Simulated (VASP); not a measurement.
# Nb in VASP: a series of runs

Nb is run at these levels: PBEsol, PBE; tasks: single point.

All numbers are computed with VASP 6.6.1; they aren't measurements. Logs are shortened: lines on timing, memory, paths and dates and some standing lists are left out, and cuts for length are marked.

## Step 1: The cell of the first run

Symmetry: I4/mmm, No. 139, tetragonal system. The conventional cell has a = 3.362 Å, b = 3.362 Å, c = 3.261 Å, α = 90.00°, β = 90.00°, γ = 90.00°. Within 3.8 Å of Nb (site symmetry 4/mmm) lie 14 Nb at 2.88 to 3.36 Å.

## Step 2: Single point, PBEsol

File INCAR:

```
  ALGO = Normal
  EDIFF = 1E-6
  ENCUT = 500
  GGA = PS
  GGA_COMPAT = False
  ISIF = 2
  ISMEAR = -1
  LASPH = True
  LCHARG = False
  LREAL = False
  LWAVE = False
  NBANDS = 12
  NELM = 120
  PREC = Accurate
  SIGMA = 0.05
```

File KPOINTS:

```
k-points
0
Gamma
  11 11 11
```

File POSCAR:

```
Nb
1.0
   -1.6808433265      1.6808433265      1.6306710000
    1.6808433265     -1.6808433265      1.6306710000
    1.6808433265      1.6808433265     -1.6306710000
Nb
1
Direct
    0.0000000000      0.0000000000      0.0000000000
```

Potentials or basis: VASP PAW PBE potentials, release 64 (Nb_sv).

On the command line:

```bash
> cat potpaw_PBE.64/Nb_sv/POTCAR > POTCAR
> mpirun -np 1 vasp_std > vasp.out
```

OUTCAR:

```text
EDIFF = 1E-6
   ENCUT = 500
   GGA = PS
   ISIF = 2
   ISMEAR = -1
   LASPH = True
   LREAL = False
   NELM = 120
   PREC = Accurate

 ion  position               nearest neighbor table
   1  0.000  0.000  0.000-

  LATTYP: Found a body centered tetragonal cell.
 ALAT       =     3.3616866530
 C/A-ratio  =     0.9701505038

  Lattice vectors:

 A1 = (  -1.6808433265,   1.6808433265,   1.6306710000)
 A2 = (   1.6808433265,  -1.6808433265,   1.6306710000)
 A3 = (   1.6808433265,   1.6808433265,  -1.6306710000)

Analysis of symmetry for initial positions (statically):
=====================================================================
 Subroutine PRICEL returns:
 Original cell was already a primitive cell.

 Routine SETGRP: Setting up the symmetry group for a
 body centered tetragonal supercell.

 Subroutine GETGRP returns: Found 16 space group operations
 (whereof 16 operations were pure point group operations)
 out of a pool of 16 trial point group operations.

The static configuration has the point symmetry D_4h.

Analysis of symmetry for dynamics (positions and initial velocities):
=====================================================================
 Subroutine PRICEL returns:
 Original cell was already a primitive cell.

 Routine SETGRP: Setting up the symmetry group for a
 body centered tetragonal supercell.

 Subroutine GETGRP returns: Found 16 space group operations
 (whereof 16 operations were pure point group operations)
 out of a pool of 16 trial point group operations.

The dynamic configuration has the point symmetry D_4h.

 Subroutine INISYM returns: Found 16 space group operations
 (whereof 16 operations are pure point group operations),
 and found     1 'primitive' translations

----------------------------------------------------------------------------------------

                                     Primitive cell

  volume of cell :      18.4281

  direct lattice vectors                    reciprocal lattice vectors
    -1.680843327  1.680843327  1.630671000     0.000000000  0.297469724  0.306622243
     1.680843327 -1.680843327  1.630671000     0.297469724  0.000000000  0.306622243
     1.680843327  1.680843327 -1.630671000     0.297469724  0.297469724  0.000000000

  length of vectors
     2.882630134  2.882630134  2.882630134     0.427206550  0.427206550  0.420685718

  position of ions in fractional coordinates (direct lattice)
     0.000000000  0.000000000  0.000000000

  ion indices of the primitive-cell ions
   primitive index   ion index
                 1           1

[... 83 lines left out ...]
   NUPDOWN=      -1.0000    fix difference up-down
   EMIN   =  10.00;   EMAX   =-10.00  energy-range for DOS
   EFERMI =   0.00;   METHOD = LEGACY
   ISMEAR =    -1;   SIGMA  =   0.05  broadening in eV -4-tet -1-fermi 0-gaus
   EFERMI_NEDOS =   21; number of points for ismear=-14 and -15
   IALGO  =     38    algorithm
   IMIX   =      4    mixing-type and parameters
     AMIX     =   0.40;   BMIX     =  1.00
     AMIX_MAG =   1.60;   BMIX_MAG =  1.00
  volume/ion in A,a.u.               =      18.43       124.36
  Fermi-wavevector in a.u.,A,eV,Ry     =   1.457345  2.753983 28.896790  2.123854
  Thomas-Fermi vector in A             =   2.574157
   LORBIT       =      0    0 simple, 1 ext, 2 COOP (PROOUT), +10 PAW based schemes
   GGA     = PS    functional components
   LHFCALC =     F    Hartree Fock is set to
   AEXX    =    0.0000 exact exchange contribution
   IVDW    =     0    specifies the selected vdW correction
   LEPSILON=     F    determine dielectric tensor
   LRPA    =     F    only Hartree local field effects (RPA)
 non-spin polarized calculation
  energy-cutoff  :      500.00
  volume of cell :       18.43
 maximum number of plane-waves:       482
 NGX is ok and might be reduce to    24
   NGX = 11   NGY = 11   NGZ = 11

 number of electron      12.9999999 magnetization

 Free energy of the ion-electron system (eV)
  ---------------------------------------------------
  ext. energy  EPLUGINS =         0.00000000
  ---------------------------------------------------
  free energy    TOTEN  =       -10.92448217 eV

  energy without entropy =      -10.91118542  energy(sigma->0) =      -10.91783380

 E-fermi :  10.6943     XC(G=0): -12.5126

 val. band max:       10.6929532848   @ k =   0.2727  -0.0000   0.0000
 cond. band min:      10.7080740598   @ k =  -0.1818   0.2727   0.0909
 fundamental gap:      0.0151207750
 Fermi energy:        10.6942701310

 k-point     1 :       0.0000    0.0000    0.0000
  band No.  band energies     occupation
      1     -43.5827      2.00000
      2     -18.9469      2.00000
      3     -18.9439      2.00000
      4     -18.9439      2.00000
      5       4.7989      2.00000
      6      10.8820      0.04578
      7      11.2127      0.00006
      8      11.2127      0.00006
      9      13.6921      0.00000
     10      14.1463      0.00000
     11      24.7106      0.00000
     12      24.7106      0.00000
[... 331 lines left out ...]
 k-point    24 :      -0.1818    0.1818    0.0000
  band No.  band energies     occupation
      1     -43.5191      2.00000
      2     -19.3373      2.00000
      3     -19.0614      2.00000
      4     -18.9413      2.00000
      5       5.9654      2.00000
      6      10.5774      1.82370
      7      10.6628      1.30515
      8      12.4223      0.00000
      9      13.1010      0.00000
     10      14.1077      0.00000
     11      25.2631      0.00000
     12      26.4987      0.00000

 [... further k-points ...]

------------------------ aborting loop because EDIFF is reached ----------------------------------------

  FORCE on cell =-STRESS in cart. coord.  units (eV):
  Direction    XX          YY          ZZ          XY          YZ          ZX
  --------------------------------------------------------------------------------------
  -------------------------------------------------------------------------------------
  Total       -1.0203038     -1.0203038     -0.7637953      0.0000000     -0.0000000      0.0000000
  in kB      -88.7072846    -88.7072846    -66.4059159      0.0000000     -0.0000000      0.0000000
  external PRESSURE =     -81.2734950 kB  Pullay stress =       0.0000000 kB

 VOLUME and BASIS-vectors are now :
 -----------------------------------------------------------------------------
  energy-cutoff  :      500.00
  volume of cell :       18.43
      direct lattice vectors                 reciprocal lattice vectors
    -1.680843327  1.680843327  1.630671000     0.000000000  0.297469724  0.306622243
     1.680843327 -1.680843327  1.630671000     0.297469724  0.000000000  0.306622243
     1.680843327  1.680843327 -1.630671000     0.297469724  0.297469724  0.000000000

 POSITION                                       TOTAL-FORCE (eV/Angst)
 -----------------------------------------------------------------------------------
      0.00000      0.00000      0.00000        -0.000000      0.000000      0.000000
 -----------------------------------------------------------------------------------
    total drift:                                0.000000      0.000000      0.000000

  FREE ENERGIE OF THE ION-ELECTRON SYSTEM (eV)
  ---------------------------------------------------
  free  energy   TOTEN  =       -10.9244821731 eV

  energy  without entropy=      -10.9111854223  energy(sigma->0) =      -10.91783380
```

OSZICAR:

```text
N       E                     dE             d eps       ncg     rms          rms(c)
DAV:   1     0.112779635859E+03    0.11278E+03   -0.70777E+03  3032   0.104E+03
DAV:   2    -0.681585993988E+01   -0.11960E+03   -0.11514E+03  3328   0.379E+02
DAV:   3    -0.111805612135E+02   -0.43647E+01   -0.41647E+01  4304   0.639E+01
DAV:   4    -0.114433119162E+02   -0.26275E+00   -0.26100E+00  4216   0.141E+01
DAV:   5    -0.114521169911E+02   -0.88051E-02   -0.88024E-02  4264   0.225E+00    0.714E+00
DAV:   6    -0.109795443185E+02    0.47257E+00   -0.68916E-01  4860   0.103E+01    0.245E+00
DAV:   7    -0.109208455938E+02    0.58699E-01   -0.19454E-01  4984   0.536E+00    0.977E-01
DAV:   8    -0.109244122077E+02   -0.35666E-02   -0.12381E-02  3616   0.144E+00    0.447E-02
DAV:   9    -0.109244708380E+02   -0.58630E-04   -0.85720E-04  5068   0.293E-01    0.360E-02
DAV:  10    -0.109244856800E+02   -0.14842E-04   -0.17628E-05  3636   0.521E-02    0.115E-02
DAV:  11    -0.109244823299E+02    0.33501E-05   -0.45257E-06  3988   0.352E-02    0.312E-03
DAV:  12    -0.109244821731E+02    0.15684E-06   -0.26334E-07  2012   0.788E-03
   1 F= -.10924482E+02 E0= -.10917834E+02  d E =-.132968E-01
```

It took 8.7 s on 1 thread of Intel Xeon 6975P-C (Granite Rapids), shared host; peak memory 0.15 GiB.

Results:

```
Free energy : -10.9245 eV
Pressure    : -8.1 GPa
```

Stress tensor (GPa, compression positive):
```
-8.87  0.00  0.00
 0.00 -8.87  0.00
 0.00  0.00 -6.64
```

Caveat: the PAW data sets were made with another functional, which shifts forces and pressure a little.

(Continued in part 2 of 2.)
